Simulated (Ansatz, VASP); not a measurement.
## Two plane-wave programs on KMgF3

The input INCAR:

```
ALGO = Normal ; EDIFF = 1E-7
ENCUT = 520 ; GGA = PE
ISIF = 2 ; ISMEAR = 0
LASPH = True ; LCHARG = True
LELF = True ; LREAL = False
LVHAR = True ; LWAVE = False
NBANDS = 24 ; NELM = 60
PREC = Accurate ; SIGMA = 0.05
```

File KPOINTS:

```
k-points
0
Gamma
  6 6 6
```

Contents of POSCAR:

```
KMgF3
1.0
    3.9859000000      0.0000000000      0.0000000000
    0.0000000000      3.9859000000      0.0000000000
    0.0000000000      0.0000000000      3.9859000000
K Mg F
1 1 3
Direct
    0.5000000000      0.5000000000      0.5000000000
    0.0000000000      0.0000000000      0.0000000000
    0.5000000000     -0.0776133914     -0.0776133914
    0.0000000000      0.4223866086     -0.0776133914
    0.0000000000     -0.0776133914      0.4223866086
```

Input for Ansatz:

```yaml
crystal:
  lattice:
    - [3.9859, 0.0, 0.0]
    - [0.0, 3.9859, 0.0]
    - [0.0, 0.0, 3.9859]
  atoms:
    - { symbol: K, position: [0.5, 0.5, 0.5] }
    - { symbol: Mg, position: [0.0, 0.0, 0.0] }
    - { symbol: F, position: [0.5, -0.0776133914, -0.0776133914] }
    - { symbol: F, position: [0.0, 0.4223866086, -0.0776133914] }
    - { symbol: F, position: [0.0, -0.0776133914, 0.4223866086] }
basis:
  ecutwfc: 420
kpoints:
  mp_grid: { grid: [6, 6, 6] }
hamiltonian:
  xc: pbe
scf:
  occupations: { method: gaussian, width: 0.05 }
output:
  forces: true
  stress: true
  eigenvalues: true
```

Change from the starting cell: all F atoms moved +0.438 Å, as atom 3 towards its neighbour atom 1 (K) at 2.818 Å.

Alike in both runs: task single point; functional PBE; k mesh 6 × 6 × 6; occupations gaussian, width 0.05 eV; no spin polarisation.

|  | VASP | Ansatz |
| --- | --- | --- |
| version | VASP 6.6.1 | Ansatz 0.2.0 |
| potentials or method | VASP PAW PBE potentials, release 64 (K_sv, Mg, F), cutoff 520 eV | scalar-relativistic, plane waves, PAW |
| valence electrons in the cell | 32 | 40 |

|  | VASP | Ansatz | Ansatz less VASP |
| --- | --- | --- | --- |
| gap on the k mesh at the Fermi level (eV) | 7.20 | 7.23 | +0.026 |
| least direct gap on the mesh (eV) | 7.52 | 7.54 | +0.024 |
| pressure (GPa) | 13.0 | 13.1 | +0.06 |
| traceless stress, the component that is largest in VASP (GPa) | -9.75 | -9.48 | +0.268 |
| rms of the force components (eV/Å) | 1.733 | 1.685 | -0.0487 |

Atom by atom the forces differ by 0.049 eV/Å (rms over components). VASP's potentials hold 32 valence electrons a cell and Ansatz's 40, so a difference there can come from the potentials and not from the codes.
